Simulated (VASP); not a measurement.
# ZnCd2Se3 (P-4m2) in VASP: notebook

The runs below take ZnCd2Se3 through relaxation of cell and atoms, single point, with PBE.

Everything below comes from runs of VASP 6.6.1. Logs are shortened: lines on timing, memory, paths and dates and some standing lists are left out, and cuts for length are marked.

### 1 The cell of the first run

The structure is tetragonal, space group P-4m2 (No. 115). Conventional cell: a = 4.075 Å, b = 4.075 Å, c = 8.978 Å, α = 90.00°, β = 90.00°, γ = 90.00°. Within 3.8 Å of Zn (site symmetry -4m2) lie 4 Se at 2.88 Å and 4 Cd at 3.16 Å. Within 4.1 Å of Cd (site symmetry 2mm) lie 7 Se at 3.06 to 3.16 Å and 2 Zn at 3.16 Å and 4 Cd at 4.08 Å. Se (site symmetry 2mm) has 5 Cd at 3.06 to 3.12 Å and 10 Se at 3.56 to 4.08 Å and 2 Zn at 4.00 Å within 4.1 Å. Se (site symmetry -4m2) has 4 Zn at 2.88 Å and 4 Cd at 3.16 Å within 3.8 Å.

The cell was built from a structure type or drawn by symmetry, and may not be a known phase.

### 2 Relaxation of cell and atoms, PBE

INCAR

```
SYSTEM = ZnCd2Se3
ALGO = Normal
EDIFF = 1E-6
EDIFFG = -0.04
ENCUT = 600
GGA = PE
IBRION = 2
ISIF = 3
ISMEAR = 0
LASPH = .TRUE.
LCHARG = .FALSE.
LREAL = .FALSE.
LWAVE = .FALSE.
NELM = 60
NSW = 90
PREC = Accurate
SIGMA = 0.1
```

KPOINTS

```
k-points
0
G
  4 4 2
  0 0 0
```

POSCAR

```
ZnCd2Se3
1.0
    4.0752600000      0.0000000000      0.0000000000
    0.0000000000      4.0752600000      0.0000000000
    0.0000000000      0.0000000000      8.9781803900
Zn Cd Se
1 2 3
Direct
    0.0000000000      0.0000000000      0.0000000000
    0.0000000000      0.5000000000      0.7315000300
    0.5000000000      0.0000000000      0.2684999700
    0.0000000000      0.5000000000      0.3835000100
    0.5000000000      0.0000000000      0.6164999900
    0.5000000000      0.5000000000      0.0000000000
```

Potentials or basis: VASP PAW PBE potentials, release 64 (Zn, Cd, Se).

Command:

```bash
$ cat potpaw_PBE.64/Zn/POTCAR potpaw_PBE.64/Cd/POTCAR potpaw_PBE.64/Se/POTCAR > POTCAR
$ mpirun -np 1 vasp_std > vasp.out
```

OUTCAR:

```text
SYSTEM = ZnCd2Se3
   EDIFF = 1E-6
   EDIFFG = -0.04
   ENCUT = 600
   GGA = PE
   IBRION = 2
   ISIF = 3
   ISMEAR = 0
   LASPH = .TRUE.
   LREAL = .FALSE.
   NELM = 60
   NSW = 90
   PREC = Accurate

 ion  position               nearest neighbor table
   1  0.000  0.000  0.000-   6 2.88   6 2.88   6 2.88   6 2.88   3 3.16   3 3.16   2 3.16   2 3.16

   2  0.000  0.500  0.732-   5 3.06   5 3.06   5 3.06   5 3.06   4 3.12   1 3.16   6 3.16   6 3.16
                             1 3.16
   3  0.500  0.000  0.268-   4 3.06   4 3.06   4 3.06   4 3.06   5 3.12   6 3.16   1 3.16   6 3.16
                             1 3.16
   4  0.000  0.500  0.384-   3 3.06   3 3.06   3 3.06   3 3.06   2 3.12
   5  0.500  0.000  0.616-   2 3.06   2 3.06   2 3.06   2 3.06   3 3.12
   6  0.500  0.500  0.000-   1 2.88   1 2.88   1 2.88   1 2.88   3 3.16   3 3.16   2 3.16   2 3.16

  LATTYP: Found a simple tetragonal cell.
 ALAT       =     4.0752600000
 C/A-ratio  =     2.2030938860

  Lattice vectors:

 A1 = (   4.0752600000,   0.0000000000,   0.0000000000)
 A2 = (   0.0000000000,   4.0752600000,   0.0000000000)
 A3 = (   0.0000000000,   0.0000000000,   8.9781803900)

Analysis of symmetry for initial positions (statically):
=====================================================================
 Subroutine PRICEL returns:
 Original cell was already a primitive cell.

 Routine SETGRP: Setting up the symmetry group for a
 simple tetragonal supercell.

 Subroutine GETGRP returns: Found  8 space group operations
 (whereof  8 operations were pure point group operations)
 out of a pool of 16 trial point group operations.

The static configuration has the point symmetry D_2d.

Analysis of symmetry for dynamics (positions and initial velocities):
=====================================================================
 Subroutine PRICEL returns:
 Original cell was already a primitive cell.

 Routine SETGRP: Setting up the symmetry group for a
 simple tetragonal supercell.

 Subroutine GETGRP returns: Found  8 space group operations
 (whereof  8 operations were pure point group operations)
 out of a pool of 16 trial point group operations.

The dynamic configuration has the point symmetry D_2d.

 Subroutine INISYM returns: Found  8 space group operations
 (whereof  8 operations are pure point group operations),
 and found     1 'primitive' translations

----------------------------------------------------------------------------------------

                                     Primitive cell

  volume of cell :     149.1073

  direct lattice vectors                    reciprocal lattice vectors
     4.075260000  0.000000000  0.000000000     0.245383117  0.000000000  0.000000000
     0.000000000  4.075260000  0.000000000     0.000000000  0.245383117  0.000000000
     0.000000000  0.000000000  8.978180390     0.000000000  0.000000000  0.111381144

  length of vectors
     4.075260000  4.075260000  8.978180390     0.245383117  0.245383117  0.111381144

  position of ions in fractional coordinates (direct lattice)
     0.000000000  0.000000000  0.000000000
     0.000000000  0.500000000  0.731500030
     0.500000000  0.000000000  0.268499970
     0.000000000  0.500000000  0.383500010
     0.500000000  0.000000000  0.616499990
     0.500000000  0.500000000  0.000000000

  ion indices of the primitive-cell ions
   primitive index   ion index
                 1           1
                 2           2
                 3           3
                 4           4
                 5           5
                 6           6

----------------------------------------------------------------------------------------

 KPOINTS: k-points

Automatic generation of k-mesh.
 Grid dimensions read from file:
 generate k-points for:    4    4    2

 Generating k-lattice:

  Cartesian coordinates                     Fractional coordinates (reciprocal lattice)
     0.061345779  0.000000000  0.000000000     0.250000000  0.000000000  0.000000000
     0.000000000  0.061345779  0.000000000     0.000000000  0.250000000  0.000000000
     0.000000000  0.000000000  0.055690572     0.000000000  0.000000000  0.500000000

  Length of vectors
     0.061345779  0.061345779  0.055690572

  Shift w.r.t. Gamma in fractional coordinates (k-lattice)
     0.000000000  0.000000000  0.000000000

 Subroutine IBZKPT returns following result:
 ===========================================

 Found     12 irreducible k-points:

 Following reciprocal coordinates:
            Coordinates               Weight
  0.000000  0.000000  0.000000      1.000000
  0.250000  0.000000  0.000000      4.000000
  0.500000  0.000000  0.000000      2.000000
  0.250000  0.250000  0.000000      4.000000
  0.500000  0.250000  0.000000      4.000000
  0.500000  0.500000  0.000000      1.000000
  0.000000  0.000000  0.500000      1.000000
  0.250000  0.000000  0.500000      4.000000
  0.500000  0.000000  0.500000      2.000000
  0.250000  0.250000  0.500000      4.000000
  0.500000  0.250000  0.500000      4.000000
  0.500000  0.500000  0.500000      1.000000
   k-points           NKPTS =     12   k-points in BZ     NKDIM =     12   number of bands    NBANDS=     32
   number of dos      NEDOS =    301   number of ions     NIONS =      6
   total plane-waves  NPLWV =  93312
   dimension x,y,z NGX =    36 NGY =   36 NGZ =   72
   dimension x,y,z NGXF=    72 NGYF=   72 NGZF=  144
   ions per type =               1   2   3
   NGX,Y,Z   is equivalent  to a cutoff of  14.69, 14.69, 13.33 a.u.
   NGXF,Y,Z  is equivalent  to a cutoff of  29.37, 29.37, 26.66 a.u.
 SYSTEM =  ZnCd2Se3
   PREC   = accura    normal or accurate (medium, high low for compatibility)
   ISTART =      0    job   : 0-new  1-cont  2-samecut
   ICHARG =      2    charge: 1-file 2-atom 10-const
   ISPIN  =      1    spin polarized calculation?
   LNONCOLLINEAR =      F non collinear calculations
   LSORBIT =      F    spin-orbit coupling
   LASPH  =      T    aspherical Exc in radial PAW
   ENCUT  =  600.0 eV  44.10 Ry    6.64 a.u.   8.14  8.14 17.93*2*pi/ulx,y,z
   NELM   =     60;   NELMIN=  2; NELMDL= -5     # of ELM steps
   EDIFF  = 0.1E-05   stopping-criterion for ELM
   LREAL  =      F    real-space projection
   EDIFFG = -.4E-01   stopping-criterion for IOM
   NSW    =     90    number of steps for IOM
   IBRION =      2    ionic relax: 0-MD 1-quasi-New 2-CG
   NFREE  =      1    steps in history (QN), initial steepest desc. (CG)
   ISIF   =      3    stress and relaxation
   ISYM   =      2    0-nonsym 1-usesym 2-fastsym
   POTIM  = 0.5000    time-step for ionic-motion
   TEBEG  =    0.0;   TEEND  =   0.0 temperature during run
   PSTRESS=    0.0 pullay stress
   NELECT =      54.0000    total number of electrons
   NUPDOWN=      -1.0000    fix difference up-down
   EMIN   =  10.00;   EMAX   =-10.00  energy-range for DOS
   EFERMI =   0.00;   METHOD = LEGACY
   ISMEAR =     0;   SIGMA  =   0.10  broadening in eV -4-tet -1-fermi 0-gaus
   EFERMI_NEDOS =   21; number of points for ismear=-14 and -15
   IALGO  =     38    algorithm
   IMIX   =      4    mixing-type and parameters
     AMIX     =   0.40;   BMIX     =  1.00
     AMIX_MAG =   1.60;   BMIX_MAG =  1.00
  volume/ion in A,a.u.               =      24.85       167.70
  Fermi-wavevector in a.u.,A,eV,Ry     =   1.166916  2.205152 18.526972  1.361694
  Thomas-Fermi vector in A             =   2.303423
   LORBIT       =      0    0 simple, 1 ext, 2 COOP (PROOUT), +10 PAW based schemes
   GGA     = PE    functional components
   LHFCALC =     F    Hartree Fock is set to
   AEXX    =    0.0000 exact exchange contribution
   IVDW    =     0    specifies the selected vdW correction
   LEPSILON=     F    determine dielectric tensor
   LRPA    =     F    only Hartree local field effects (RPA)
 conjugate gradient relaxation of ions
 non-spin polarized calculation
 Gauss-broadening in eV      SIGMA  =   0.10
  energy-cutoff  :      600.00
  volume of cell :      149.11
 maximum number of plane-waves:      5016
 NGX is ok and might be reduce to    36
   NGX = 17   NGY = 17   NGZ = 35

--------------------------------------- Ionic step        1  -------------------------------------------

 number of electron      53.9999985 magnetization

 Free energy of the ion-electron system (eV)
  ---------------------------------------------------
  ext. energy  EPLUGINS =         0.00000000
  ---------------------------------------------------
  free energy    TOTEN  =       -13.07794140 eV

  energy without entropy =      -13.05065314  energy(sigma->0) =      -13.06429727

------------------------ aborting loop because EDIFF is reached ----------------------------------------

  FORCE on cell =-STRESS in cart. coord.  units (eV):
  Direction    XX          YY          ZZ          XY          YZ          ZX
  --------------------------------------------------------------------------------------
  -------------------------------------------------------------------------------------
  Total       -6.0948044     -6.0948044     -2.7013064      0.0000000      0.0000000      0.0000000
  in kB      -65.4894567    -65.4894567    -29.0258846      0.0000000      0.0000000      0.0000000
  external PRESSURE =     -53.3349327 kB  Pullay stress =       0.0000000 kB
[... 101 lines left out ...]
  FREE ENERGIE OF THE ION-ELECTRON SYSTEM (eV)
  ---------------------------------------------------
  free  energy   TOTEN  =       -13.5317798744 eV

  energy  without entropy=      -13.5012189326  energy(sigma->0) =      -13.51649940

 E-fermi :   3.0249     XC(G=0): -10.0570

 val. band max:        2.6971686859   @ k =   0.5000   0.5000   0.5000
 cond. band min:       3.0692145743   @ k =   0.5000   0.5000   0.0000
 fundamental gap:      0.3720458883
 Fermi energy:         3.0248523496

 k-point     1 :       0.0000    0.0000    0.0000
  band No.  band energies     occupation
      1     -10.8112      2.00000
      2     -10.4067      2.00000
      3     -10.2011      2.00000
      4      -5.8066      2.00000
      5      -5.7958      2.00000
      6      -5.6127      2.00000
[... 409 lines left out ...]
     31       6.0752      0.00000
     32       7.9935      0.00000

[... ionic steps 4 to 36 ...]

--------------------------------------- Ionic step       37  -------------------------------------------

 number of electron      54.0000019 magnetization

------------------------ aborting loop because EDIFF is reached ----------------------------------------

  FORCE on cell =-STRESS in cart. coord.  units (eV):
  Direction    XX          YY          ZZ          XY          YZ          ZX
  --------------------------------------------------------------------------------------
  -------------------------------------------------------------------------------------
  Total        0.3460006      0.3460006     -0.6181339      0.0000000     -0.0000000      0.0000000
  in kB        3.1938811      3.1938811     -5.7059035      0.0000000     -0.0000000      0.0000000
  external PRESSURE =       0.2272862 kB  Pullay stress =       0.0000000 kB
[... 65 lines left out ...]
  energy  without entropy=      -14.6300006380  energy(sigma->0) =      -14.63506740

--------------------------------------- Ionic step       39  -------------------------------------------

 number of electron      53.9999966 magnetization

 Free energy of the ion-electron system (eV)
  ---------------------------------------------------
  ext. energy  EPLUGINS =         0.00000000
  ---------------------------------------------------
  free energy    TOTEN  =       -14.64495377 eV

  energy without entropy =      -14.63486252  energy(sigma->0) =      -14.63990815

 E-fermi :   1.0209     XC(G=0):  -8.5828

 val. band max:        0.9268214321   @ k =   0.5000   0.0000   0.5000
 cond. band min:       1.0874499263   @ k =   0.5000   0.0000   0.5000
 fundamental gap:      0.1606284941
 Fermi energy:         1.0208666874

 k-point     1 :       0.0000    0.0000    0.0000
  band No.  band energies     occupation
      1     -12.2629      2.00000
      2     -11.9454      2.00000
      3     -11.4384      2.00000
      4      -7.6496      2.00000
      5      -7.4666      2.00000
      6      -7.4484      2.00000
[... 442 lines left out ...]
  FREE ENERGIE OF THE ION-ELECTRON SYSTEM (eV)
  ---------------------------------------------------
  free  energy   TOTEN  =       -14.6449537746 eV

  energy  without entropy=      -14.6348625209  energy(sigma->0) =      -14.63990815

 reached required accuracy - stopping structural energy minimisation
```

It took 61 min on 1 thread of Intel Xeon 8259CL, shared host; peak memory 0.35 GiB.

What came out:

```yaml
Free_energy: -14.6450 eV
Relaxed_volume: 28.83 Å³/atom
Relaxed_cell: a = 3.833 Å, b = 3.833 Å, c = 11.775 Å, α = 90.00°, β = 90.00°, γ = 90.00°
Space_group_after_relaxing_to_0.1_Å: P-4m2 (No. 115)
Energy_gained_by_relaxing: 261.2 meV/atom
Ionic_steps: 39
Pressure_after_relaxing: -0.1 GPa
Largest_force_after_relaxing: 0.024 eV/Å
Band_gap_on_the_k_mesh: zero (bands 27 and 28 overlap by 0.58 eV)
```

Forces on the atoms (eV/Å):
```
Zn   0.000  0.000  0.000
Cd   0.000  0.000  0.024
Cd   0.000  0.000 -0.024
Se   0.000  0.000 -0.018
Se   0.000  0.000  0.018
Se   0.000  0.000  0.000
```

The path:
```csv
step,energy change (eV),largest force (eV/Å),pressure (GPa),volume (Å³)
1,0.0000,0.8144,-5.33,149.11
2,-0.4501,0.6762,0.44,131.92
3,-0.4538,0.6552,1.19,130.45
4,-0.5644,0.5737,1.25,131.20
5,-0.8408,0.4194,2.25,133.20
6,-0.8071,0.2174,7.63,136.19
7,-0.9554,0.1107,4.50,134.79
8,-1.0281,0.1259,3.37,137.96
9,-1.1446,0.1455,0.52,147.71
10,-1.1541,0.1578,-0.26,151.11
11,-1.1544,0.1596,-0.43,151.89
12,-1.1579,0.1526,-0.35,152.22
13,-1.1654,0.1339,-0.07,153.21
14,-1.1668,0.1204,0.50,155.13
15,-1.1684,0.1151,0.26,154.35
16,-1.1730,0.1262,0.04,155.82
17,-1.1798,0.1564,-0.65,160.29
18,-1.1835,0.1610,-0.62,160.68
19,-1.1949,0.1783,-0.56,161.84
20,-1.2203,0.2164,-0.44,164.15
21,-1.2869,0.2879,-0.40,168.75
22,-1.4029,0.4234,-1.00,177.84
23,-1.4166,0.4718,-0.90,177.99
24,-1.4255,0.5305,-0.76,178.17
25,-1.4492,0.4815,-0.54,177.02
26,-1.5030,0.2939,0.23,173.60
27,-1.4688,0.4833,2.41,166.79
28,-1.5175,0.1498,0.76,171.58
29,-1.5188,0.1251,0.99,170.77
30,-1.5387,0.2238,0.37,172.39
31,-1.5397,0.2538,0.22,172.83
32,-1.5442,0.2071,0.03,173.47
33,-1.5489,0.1731,-0.51,175.40
34,-1.5517,0.1602,-0.44,175.12
35,-1.5573,0.1226,-0.19,174.28
36,-1.5560,0.0887,0.31,172.60
37,-1.5588,0.0911,0.02,173.57
38,-1.5622,0.0655,-0.01,173.42
39,-1.5670,0.0243,-0.07,172.96
```

Final structure:
```
CELL_PARAMETERS angstrom
3.83252 0.00000 0.00000
0.00000 3.83252 0.00000
0.00000 0.00000 11.77549
ATOMIC_POSITIONS crystal
Zn 0.00000 0.00000 0.00000
Cd 0.00000 0.50000 0.59387
Cd 0.50000 0.00000 0.40613
Se 0.00000 0.50000 0.35578
Se 0.50000 0.00000 0.64422
Se 0.50000 0.50000 0.00000
```

Levels at points of the mesh, in eV from the Fermi level:
| k point | band 23 | band 24 | band 25 | band 26 | band 27 | band 28 | band 29 | band 30 | band 31 | band 32 |
| --- | --- | --- | --- | --- | --- | --- | --- | --- | --- | --- |
| (0.00, 0.00, 0.00) | -1.22 | -1.22 | -1.11 | -1.11 | -0.95 | -0.51 | 0.40 | 0.67 | 4.99 | 5.19 |
| (0.50, 0.00, 0.00) | -1.95 | -0.82 | -0.10 | -0.09 | 0.07 | 2.40 | 3.20 | 3.85 | 4.24 | 4.39 |
| (0.50, 0.50, 0.00) | -3.12 | -3.11 | -2.36 | -2.36 | -1.36 | -0.42 | 0.25 | 0.25 | 4.70 | 4.83 |
| (0.00, 0.00, 0.50) | -1.38 | -1.23 | -1.23 | -1.10 | -1.10 | -0.36 | 0.40 | 0.75 | 5.03 | 5.10 |
| (0.50, 0.00, 0.50) | -1.98 | -0.72 | -0.10 | -0.09 | 0.07 | 2.99 | 3.01 | 3.08 | 4.29 | 4.50 |
| (0.50, 0.50, 0.50) | -3.12 | -3.10 | -2.35 | -2.35 | -1.35 | -0.43 | 0.23 | 0.23 | 4.25 | 4.91 |

Caveat: the k points lie up to 0.41 Å⁻¹ apart in the final cell, too coarse for converged energies and pressures of a metal; the volume moved by over 15 % at a fixed basis, so the end points are rough; semilocal functionals underestimate gaps, so a narrow gap can read as zero.

(Continued in part 2 of 2.)
